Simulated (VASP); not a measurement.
# Ru (P6_3/mmc) in VASP: a series of runs

Runs on Ru. Level: PBE. Tasks: single point, relaxation of cell and atoms.

Everything below comes from runs of VASP 6.6.1. Logs are shortened: lines on timing, memory, paths and dates and some standing lists are left out, and cuts for length are marked.

### Step 1. The cell of the first run

The structure is hexagonal, space group P6_3/mmc (No. 194). The conventional cell has a = 2.723 Å, b = 2.723 Å, c = 4.287 Å, α = 90.00°, β = 90.00°, γ = 120.00°. Ru (site symmetry -6m2) has 12 Ru at 2.66 to 2.72 Å within 3.5 Å.

### Step 2. Single point, PBE

The input, INCAR:

```
PREC = Accurate
ENCUT = 520
EDIFF = 1E-6
ISMEAR = 1
SIGMA = 0.1
LREAL = False
LASPH = True
NELM = 100
ALGO = Normal
ISIF = 2
LWAVE = False
LCHARG = False
GGA = PE
NBANDS = 21
```

The input, KPOINTS:

```
Automatic mesh
0
Gamma
  16 16 9
```

The input, POSCAR:

```
Ru
1.0
    2.7226714904      0.0000000290      0.0000000000
   -1.3613357704      2.3579026624      0.0000000000
    0.0000000000      0.0000000000      4.2870064072
Ru
2
Direct
    0.3333333333      0.6666666667      0.2500000000
    0.6666666667      0.3333333333      0.7500000000
```

Potentials or basis: VASP PAW PBE potentials, release 64 (Ru_pv).

Started as:

```bash
$ cat potpaw_PBE.64/Ru_pv/POTCAR > POTCAR
$ mpirun -np 1 vasp_std > vasp.out
```

OUTCAR:

```text
PREC = Accurate
   ENCUT = 520
   EDIFF = 1E-6
   ISMEAR = 1
   LREAL = False
   LASPH = True
   NELM = 100
   ISIF = 2
   GGA = PE

 ion  position               nearest neighbor table
   1  0.333  0.667  0.250-   2 2.66   2 2.66   2 2.66   2 2.66   2 2.66   2 2.66
   2  0.667  0.333  0.750-   1 2.66   1 2.66   1 2.66   1 2.66   1 2.66   1 2.66

  LATTYP: Found a hexagonal cell.
 ALAT       =     2.7226714904
 C/A-ratio  =     1.5745588193

  Lattice vectors:

 A1 = (   2.7226714904,   0.0000000290,   0.0000000000)
 A2 = (  -1.3613357704,   2.3579026624,   0.0000000000)
 A3 = (   0.0000000000,   0.0000000000,   4.2870064072)

Analysis of symmetry for initial positions (statically):
=====================================================================
 Subroutine PRICEL returns:
 Original cell was already a primitive cell.

 Routine SETGRP: Setting up the symmetry group for a
 hexagonal supercell.

 Subroutine GETGRP returns: Found 24 space group operations
 (whereof 12 operations were pure point group operations)
 out of a pool of 24 trial point group operations.

The static configuration has the point symmetry D_3d.
 The point group associated with its full space group is D_6h.

Analysis of symmetry for dynamics (positions and initial velocities):
=====================================================================
 Subroutine PRICEL returns:
 Original cell was already a primitive cell.

 Routine SETGRP: Setting up the symmetry group for a
 hexagonal supercell.

 Subroutine GETGRP returns: Found 24 space group operations
 (whereof 12 operations were pure point group operations)
 out of a pool of 24 trial point group operations.

The dynamic configuration has the point symmetry D_3d.
 The point group associated with its full space group is D_6h.

 Subroutine INISYM returns: Found 24 space group operations
 (whereof 12 operations are pure point group operations),
 and found     1 'primitive' translations

----------------------------------------------------------------------------------------

                                     Primitive cell

  volume of cell :      27.5217

  direct lattice vectors                    reciprocal lattice vectors
     2.722671490  0.000000029  0.000000000     0.367286321  0.212052861  0.000000000
    -1.361335770  2.357902662  0.000000000    -0.000000005  0.424105715  0.000000000
     0.000000000  0.000000000  4.287006407     0.000000000  0.000000000  0.233263006

  length of vectors
     2.722671490  2.722671490  4.287006407     0.424105715  0.424105715  0.233263006

  position of ions in fractional coordinates (direct lattice)
     0.333333333  0.666666667  0.250000000
     0.666666667  0.333333333  0.750000000

  ion indices of the primitive-cell ions
   primitive index   ion index
                 1           1
                 2           2

----------------------------------------------------------------------------------------

 KPOINTS: Automatic mesh

Automatic generation of k-mesh.
 Grid dimensions read from file:
 generate k-points for:   16   16    9

 Generating k-lattice:

  Cartesian coordinates                     Fractional coordinates (reciprocal lattice)
     0.022955395  0.013253304  0.000000000     0.062500000 -0.000000000  0.000000000
    -0.000000000  0.026506607  0.000000000     0.000000000  0.062500000  0.000000000
     0.000000000  0.000000000  0.025918112     0.000000000  0.000000000  0.111111111

  Length of vectors
     0.026506607  0.026506607  0.025918112

  Shift w.r.t. Gamma in fractional coordinates (k-lattice)
     0.000000000  0.000000000  0.000000000

 Subroutine IBZKPT returns following result:
 ===========================================

 Found    150 irreducible k-points:

 Following reciprocal coordinates:
            Coordinates               Weight
  0.000000  0.000000  0.000000      1.000000
  0.062500  0.000000  0.000000      6.000000
  0.125000  0.000000  0.000000      6.000000
  0.187500 -0.000000  0.000000      6.000000
  0.250000  0.000000  0.000000      6.000000
  0.312500  0.000000  0.000000      6.000000
[... 16 lines left out ...]
  0.187500  0.187500  0.000000      6.000000
  0.250000  0.187500  0.000000     12.000000
 [... further k-points ...]
   k-points           NKPTS =    150   k-points in BZ     NKDIM =    150   number of bands    NBANDS=     21
   number of dos      NEDOS =    301   number of ions     NIONS =      2
   total plane-waves  NPLWV =  12800
   dimension x,y,z NGX =    20 NGY =   20 NGZ =   32
   dimension x,y,z NGXF=    40 NGYF=   40 NGZF=   64
   ions per type =               2
   NGX,Y,Z   is equivalent  to a cutoff of  12.21, 12.21, 12.41 a.u.
   NGXF,Y,Z  is equivalent  to a cutoff of  24.42, 24.42, 24.82 a.u.
 SYSTEM =  unknown system
   PREC   = accura    normal or accurate (medium, high low for compatibility)
   ISTART =      0    job   : 0-new  1-cont  2-samecut
   ICHARG =      2    charge: 1-file 2-atom 10-const
   ISPIN  =      1    spin polarized calculation?
   LNONCOLLINEAR =      F non collinear calculations
   LSORBIT =      F    spin-orbit coupling
   LASPH  =      T    aspherical Exc in radial PAW
   ENCUT  =  520.0 eV  38.22 Ry    6.18 a.u.   5.06  5.06  7.97*2*pi/ulx,y,z
   NELM   =    100;   NELMIN=  2; NELMDL= -5     # of ELM steps
   EDIFF  = 0.1E-05   stopping-criterion for ELM
   LREAL  =      F    real-space projection
   EDIFFG = 0.1E-04   stopping-criterion for IOM
   NSW    =      0    number of steps for IOM
   IBRION =     -1    ionic relax: 0-MD 1-quasi-New 2-CG
   NFREE  =      0    steps in history (QN), initial steepest desc. (CG)
   ISIF   =      2    stress and relaxation
   ISYM   =      2    0-nonsym 1-usesym 2-fastsym
   POTIM  = 0.5000    time-step for ionic-motion
   TEBEG  =    0.0;   TEEND  =   0.0 temperature during run
   PSTRESS=    0.0 pullay stress
   NELECT =      28.0000    total number of electrons
   NUPDOWN=      -1.0000    fix difference up-down
   EMIN   =  10.00;   EMAX   =-10.00  energy-range for DOS
   EFERMI =   0.00;   METHOD = LEGACY
   ISMEAR =     1;   SIGMA  =   0.10  broadening in eV -4-tet -1-fermi 0-gaus
   EFERMI_NEDOS =   21; number of points for ismear=-14 and -15
   IALGO  =     38    algorithm
   IMIX   =      4    mixing-type and parameters
     AMIX     =   0.40;   BMIX     =  1.00
     AMIX_MAG =   1.60;   BMIX_MAG =  1.00
  volume/ion in A,a.u.               =      13.76        92.86
  Fermi-wavevector in a.u.,A,eV,Ry     =   1.646528  3.111487 36.886130  2.711054
  Thomas-Fermi vector in A             =   2.736141
   LORBIT       =      0    0 simple, 1 ext, 2 COOP (PROOUT), +10 PAW based schemes
   GGA     = PE    functional components
   LHFCALC =     F    Hartree Fock is set to
   AEXX    =    0.0000 exact exchange contribution
   IVDW    =     0    specifies the selected vdW correction
   LEPSILON=     F    determine dielectric tensor
   LRPA    =     F    only Hartree local field effects (RPA)
 non-spin polarized calculation
 Methfessel and Paxton  Order N= 1 SIGMA  =   0.10
  energy-cutoff  :      520.00
  volume of cell :       27.52
 maximum number of plane-waves:       756
   NGX = 11   NGY = 11   NGZ = 15

 number of electron      28.0000012 magnetization

 Free energy of the ion-electron system (eV)
  ---------------------------------------------------
  ext. energy  EPLUGINS =         0.00000000
  ---------------------------------------------------
  free energy    TOTEN  =       -18.47181131 eV

  energy without entropy =      -18.47261548  energy(sigma->0) =      -18.47207936

 E-fermi :  12.6093     XC(G=0): -14.0370

 val. band max:       12.5970086591   @ k =   0.1250   0.0625   0.3333
 cond. band min:      12.6118626636   @ k =   0.4375   0.0625   0.3333
 fundamental gap:      0.0148540045
 Fermi energy:        12.6093478811

 k-point     1 :       0.0000    0.0000    0.0000
  band No.  band energies     occupation
      1     -31.0136      2.00000
      2     -30.1233      2.00000
      3     -30.1233      2.00000
      4     -29.9559      2.00000
      5     -29.9559      2.00000
      6     -29.9088      2.00000
[... 13 lines left out ...]
     20      23.0216      0.00000
     21      23.0382      0.00000

 k-point     2 :       0.0625    0.0000    0.0000
  band No.  band energies     occupation
      1     -31.0009      2.00000
      2     -30.1499      2.00000
      3     -30.1324      2.00000
      4     -29.9838      2.00000
      5     -29.9594      2.00000
      6     -29.9149      2.00000
[... 13 lines left out ...]
     20      23.0216      0.00000
     21      23.0367      0.00000

 k-point     3 :       0.1250    0.0000    0.0000
  band No.  band energies     occupation
      1     -30.9635      2.00000
      2     -30.2258      2.00000
      3     -30.1579      2.00000
      4     -30.0624      2.00000
      5     -29.9701      2.00000
      6     -29.9331      2.00000
[... 13 lines left out ...]
     20      23.0216      0.00000
     21      23.0333      0.00000

 k-point     4 :       0.1875   -0.0000    0.0000
  band No.  band energies     occupation
      1     -30.9044      2.00000
      2     -30.3396      2.00000
      3     -30.1949      2.00000
      4     -30.1776      2.00000
      5     -29.9870      2.00000
      6     -29.9636      2.00000
[... 13 lines left out ...]
     20      23.0215      0.00000
     21      23.0297      0.00000

 k-point     5 :       0.2500    0.0000    0.0000
  band No.  band energies     occupation
      1     -30.8282      2.00000
      2     -30.4739      2.00000
      3     -30.3098      2.00000
      4     -30.2372      2.00000
      5     -30.0080      2.00000
      6     -30.0059      2.00000
[... 13 lines left out ...]
     20      23.0214      0.00000
     21      23.0270      0.00000

 k-point     6 :       0.3125    0.0000    0.0000
  band No.  band energies     occupation
      1     -30.7418      2.00000
      2     -30.6082      2.00000
      3     -30.4383      2.00000
      4     -30.2783      2.00000
      5     -30.0584      2.00000
      6     -30.0299      2.00000
[... 13 lines left out ...]
     20      23.0212      0.00000
     21      23.0240      0.00000

 k-point     7 :       0.3750   -0.0000    0.0000
  band No.  band energies     occupation
      1     -30.7219      2.00000
      2     -30.6546      2.00000
      3     -30.5446      2.00000
      4     -30.3123      2.00000
      5     -30.1167      2.00000
      6     -30.0489      2.00000
[... 13 lines left out ...]
     20      23.0078      0.00000
     21      23.0214      0.00000
[... 291 lines left out ...]
      1     -30.7004      2.00000
      2     -30.6267      2.00000
      3     -30.5553      2.00000
      4     -30.3423      2.00000
      5     -30.1362      2.00000
      6     -30.1123      2.00000
[... 13 lines left out ...]
     20      23.0213      0.00000
     21      23.3066      0.00000

 k-point    21 :       0.3750    0.1250    0.0000
  band No.  band energies     occupation
      1     -30.7701      2.00000
      2     -30.5962      2.00000
      3     -30.5536      2.00000
      4     -30.3827      2.00000
      5     -30.1914      2.00000
      6     -30.1294      2.00000
[... 13 lines left out ...]
     20      23.0208      0.00000
     21      23.6745      0.00000

 k-point    22 :       0.4375    0.1250    0.0000
  band No.  band energies     occupation
      1     -30.7945      2.00000
      2     -30.6105      2.00000
      3     -30.5216      2.00000
      4     -30.3969      2.00000
      5     -30.2170      2.00000
      6     -30.1353      2.00000
[... 13 lines left out ...]
     20      23.0200      0.00000
     21      23.9733      0.00000

 k-point    23 :       0.1875    0.1875    0.0000
  band No.  band energies     occupation
      1     -30.7204      2.00000
      2     -30.5315      2.00000
      3     -30.5303      2.00000
      4     -30.2639      2.00000
      5     -30.1077      2.00000
      6     -30.0719      2.00000
[... 13 lines left out ...]
     20      23.0212      0.00000
     21      23.0271      0.00000

 k-point    24 :       0.2500    0.1875    0.0000
  band No.  band energies     occupation
      1     -30.6367      2.00000
      2     -30.6365      2.00000
      3     -30.5677      2.00000
      4     -30.3289      2.00000
      5     -30.1553      2.00000
      6     -30.1290      2.00000
[... 13 lines left out ...]
     20      23.0213      0.00000
     21      23.4272      0.00000

 [... further k-points ...]

------------------------ aborting loop because EDIFF is reached ----------------------------------------

  FORCE on cell =-STRESS in cart. coord.  units (eV):
  Direction    XX          YY          ZZ          XY          YZ          ZX
  --------------------------------------------------------------------------------------
  -------------------------------------------------------------------------------------
  Total       -0.0093709     -0.0093709     -0.0113845      0.0000000      0.0000000     -0.0000000
  in kB       -0.5455292     -0.5455292     -0.6627488      0.0000000      0.0000000     -0.0000000
  external PRESSURE =      -0.5846024 kB  Pullay stress =       0.0000000 kB

 VOLUME and BASIS-vectors are now :
 -----------------------------------------------------------------------------
  energy-cutoff  :      520.00
  volume of cell :       27.52
      direct lattice vectors                 reciprocal lattice vectors
     2.722671490  0.000000029  0.000000000     0.367286321  0.212052861  0.000000000
    -1.361335770  2.357902662  0.000000000    -0.000000005  0.424105715  0.000000000
     0.000000000  0.000000000  4.287006407     0.000000000  0.000000000  0.233263006

 POSITION                                       TOTAL-FORCE (eV/Angst)
 -----------------------------------------------------------------------------------
     -0.00000      1.57194      1.07175        -0.000000     -0.000000      0.000000
      1.36134      0.78597      3.21525         0.000000      0.000000      0.000000
 -----------------------------------------------------------------------------------
    total drift:                                0.000000     -0.000000      0.000000

  FREE ENERGIE OF THE ION-ELECTRON SYSTEM (eV)
  ---------------------------------------------------
  free  energy   TOTEN  =       -18.4718113071 eV

  energy  without entropy=      -18.4726154786  energy(sigma->0) =      -18.47207936
```

Run time: 64 s. Hardware: 1 thread of Intel Xeon Platinum 8375C at 2.90GHz (Ice Lake), shared host; peak memory 0.18 GiB.

What came out:

```
Free energy            : -18.4718 eV
Pressure               : -0.1 GPa
Band gap on the k mesh : zero (band 14 reaches 14.13 eV, above the bottom of band 15 at 11.06 eV)
```

Levels at points of the mesh, in eV from the Fermi level:
| k point | band 10 | band 11 | band 12 | band 13 | band 14 | band 15 | band 16 | band 17 | band 18 | band 19 |
| --- | --- | --- | --- | --- | --- | --- | --- | --- | --- | --- |
| (0.00, 0.00, 0.00) | -2.57 | -2.34 | -1.89 | -1.89 | -1.42 | -1.42 | 1.14 | 1.14 | 1.32 | 10.19 |
| (0.50, 0.00, 0.00) | -3.00 | -2.02 | -1.80 | -1.48 | 1.34 | 1.76 | 1.87 | 3.96 | 5.99 | 10.41 |

[end of part 1 of 2]
